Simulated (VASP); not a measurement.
Runs of VASP 6.6.1 on Mo. The structure is that of space group Im-3m (No. 229), or close to it. The cells are those of the table. 

```tsv
task	cell	k mesh	cutoff (eV)	gap on the mesh (eV)	pressure (GPa)
relaxation of cell and atoms	relaxed to 20 GPa from a = 2.654 Å, angles 109.5°, 1 atom	18 × 18 × 18	600	none	20.0
single point	a = 2.680 Å, angles 109.5°, 1 atom	18 × 18 × 18	520	none	(b)
relaxation of cell and atoms	relaxed to 40 GPa from a = 2.609 Å, angles 109.5°, 1 atom	18 × 18 × 18	600	none	40.0
relaxation of cell and atoms	relaxed from a = 2.712 Å, angles 109.5°, 1 atom	18 × 18 × 18	600	none	0.0
single point	a = 2.704 Å, angles 109.5°, 1 atom	18 × 18 × 18	520	none	2.6
single point	a = 2.611 Å, angles 109.5°, 1 atom	18 × 18 × 18	520	none	41.0
relaxation of cell and atoms	relaxed to 2 GPa from a = 2.693 Å, angles 109.5°, 1 atom	18 × 18 × 18	600	none	2.0
single point	a = 2.654 Å, angles 109.5°, 1 atom	18 × 18 × 18	520	none	20.7
single point	a = 2.710 Å, angles 109.5°, 1 atom	18 × 18 × 18	520	none	(a)
relaxation of cell and atoms	relaxed to -2 GPa from a = 2.727 Å, angles 109.5°, 1 atom	18 × 18 × 18	600	none	-2.0
single point	a = 2.717 Å, angles 109.5°, 1 atom	18 × 18 × 18	520	none	-1.5
single point	a = 2.743 Å, angles 109.5°, 1 atom	8 × 8 × 8	520	none	-8.2
```

Alike in all rows: level PBEsol; potentials or basis VASP PAW PBE potentials, release 64 (Mo_sv); no spin polarisation; smearing gaussian 0.1 eV.

Q: Estimate the missing entries.

A: (a) 0.6; (b) 10.6.

Caveats: the PAW data sets were made with another functional, which shifts forces and pressure a little; the cell is relaxed towards a set pressure, so the enthalpy falls and the energy may rise (some runs).

A k mesh can miss the band edges, and the runs leave out spin-orbit coupling on Mo.

A gap of «none» marks levels without a gap at the run's occupations.
